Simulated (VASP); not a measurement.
Write the native input for VASP 6.6.1 that does the following.

- Task: single point
- Functional: PBE
- Potentials or basis: VASP PAW PBE potentials, release 64 (Li_sv, Al, B)
- Cutoff: 520 eV
- k mesh: 10 × 10 × 6
- Occupations: gaussian, width 0.1 eV
- Spin: no spin polarisation
- Dipole correction: no
- Further INCAR settings: ALGO = Fast; EDIFF = 1e-06; NBANDS = 20

The structure of LiAl5B lies in POSCAR:

```
LiAl5B
1.0
    3.8619912345      0.0000000000      0.0000000000
    0.0000000000      3.8619912345      0.0000000000
    0.0000000000      0.0000000000      6.9917164757
Li Al B
1 5 1
Direct
    0.0000000000      0.0000000000      0.0000000000
    0.5000000000      0.5000000000      0.0000000000
    0.5000000000      0.0000000000      0.2966076930
    0.0000000000      0.5000000000      0.2966076930
    0.5000000000      0.0000000000      0.7033923070
    0.0000000000      0.5000000000      0.7033923070
    0.0000000000      0.0000000000      0.5000000000
```

The cell was built from a structure type or drawn by symmetry, and may not be a known phase.

One way to write it, as run:

INCAR

```
SYSTEM = LiAl5B
ALGO = Fast ; EDIFF = 1E-6
ENCUT = 520 ; GGA = PE
ISIF = 2 ; ISMEAR = 0
LASPH = .True. ; LCHARG = .False.
LREAL = .False. ; LWAVE = .False.
NBANDS = 20 ; NELM = 60
PREC = Accurate ; SIGMA = 0.1
```

KPOINTS

```
k-points
0
Gamma
  10 10 6
  0 0 0
```

Potentials or basis: VASP PAW PBE potentials, release 64 (Li_sv, Al, B).

Run with:

```sh
$ cat potpaw_PBE.64/Li_sv/POTCAR potpaw_PBE.64/Al/POTCAR potpaw_PBE.64/B/POTCAR > POTCAR
$ mpirun -np 1 vasp_std > vasp.out
```

It gave:

| Quantity | Value |
| --- | --- |
| Band gap on the k mesh | zero (an odd number of electrons rules out a gap without spin polarisation) |

It took 2.7 min on 1 thread of Intel(R) Xeon(R) 6975P-C (Granite Rapids) (shared host), peak memory 0.31 GiB.
